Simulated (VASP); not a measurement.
Ga3P2:

```
CELL_PARAMETERS angstrom
3.98476 0.00000 0.00000
-1.99238 3.45091 0.00000
0.00000 0.00000 6.19965
ATOMIC_POSITIONS crystal
Ga 0.00000 0.00000 0.00000
Ga 0.33333 0.66667 0.64500
Ga 0.66667 0.33333 0.35500
P 0.33333 0.66667 0.24500
P 0.66667 0.33333 0.75500
```

- Program: VASP 6.6.1
- Task: relaxation of cell and atoms
- Functional: PBE
- Potentials or basis: VASP PAW PBE potentials, release 64 (Ga_d, P)
- Cutoff: 600 eV
- k mesh: 6 × 6 × 4
- Occupations: gaussian, width 0.1 eV
- Spin: no spin polarisation

At the start: pressure 12.0 GPa; volume 17.05 Å³/atom.

Where does the relaxation end?

Over 19 steps the energy falls by 93.1 meV/atom and the volume is 20.06 Å³/atom (+17.7 %); space group P-3m1 (No. 164, to 0.1 Å) before and after.

The path:
```csv
step,energy change (eV),largest force (eV/Å),pressure (GPa),volume (Å³)
1,0.0000,0.5036,12.03,85.25
2,-0.4125,0.4083,-2.00,102.04
3,-0.4406,0.2674,0.16,98.16
4,-0.4405,0.2782,-0.04,98.43
5,-0.4468,0.2329,-0.11,98.73
6,-0.4576,0.1151,-0.18,99.49
7,-0.4546,0.1418,-0.26,101.03
8,-0.4605,0.0294,-0.26,100.11
9,-0.4629,0.0196,0.29,99.40
10,-0.4629,0.0222,0.36,99.35
11,-0.4646,0.0534,0.11,99.79
12,-0.4646,0.0557,0.21,99.82
13,-0.4646,0.0603,0.22,99.87
14,-0.4646,0.0687,0.11,99.96
15,-0.4646,0.0615,0.07,99.90
16,-0.4646,0.0605,0.24,99.88
17,-0.4650,0.0433,-0.17,100.54
18,-0.4651,0.0499,-0.13,100.32
19,-0.4655,0.0231,-0.04,100.31
```

Final structure:
```xyz
5
Lattice="4.1734 0.0000 0.0000 -2.0867 3.6143 0.0000 0.0000 0.0000 6.6500" Properties=species:S:1:pos:R:3 pbc="T T T"
Ga    0.0000    0.0000    0.0000
Ga    0.0000    2.4095    4.3028
Ga    2.0867    1.2048    2.3473
P     0.0000    2.4095    1.6949
P     2.0867    1.2048    4.9551
```

Caveat: the volume moved by over 15 % at a fixed basis, so the end points are rough.
